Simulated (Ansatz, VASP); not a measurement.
**Pt in VASP and in Ansatz**

```
CELL_PARAMETERS angstrom
2.85510 0.00000 0.00000
-1.42755 2.47259 0.00000
0.00000 0.00000 4.54230
ATOMIC_POSITIONS crystal
Pt 0.66667 0.33333 0.75000
Pt 0.33333 0.66667 0.25000
```

Alike in both runs: task single point; functional PBE; k mesh 18 × 18 × 10; occupations gaussian, width 0.15 eV; no spin polarisation.

|  | VASP | Ansatz |
| --- | --- | --- |
| version | VASP 6.6.1 | Ansatz 0.2.0 |
| potentials or method | VASP PAW PBE potentials, release 64 (Pt), cutoff 520 eV | scalar-relativistic, plane waves, PAW |
| valence electrons in the cell | 20 | 36 |

VASP gave:

- gap on the k mesh at the Fermi level (eV): none
- pressure (GPa): -4.2
- traceless stress, the component that is largest in VASP (GPa): 5.76

Task: What did Ansatz give for the same quantities?

Result: gap on the k mesh at the Fermi level (eV): none; pressure (GPa): -3.7; traceless stress, the component that is largest in VASP (GPa): 5.81.

A gap of «none» marks a metal or a gap that the smearing closes. The functional is the same, so the differences come from potentials, cutoffs and numerics. VASP's potentials hold 20 valence electrons a cell and Ansatz's 36, so a difference there can come from the potentials and not from the codes.

Spin-orbit coupling is off throughout.
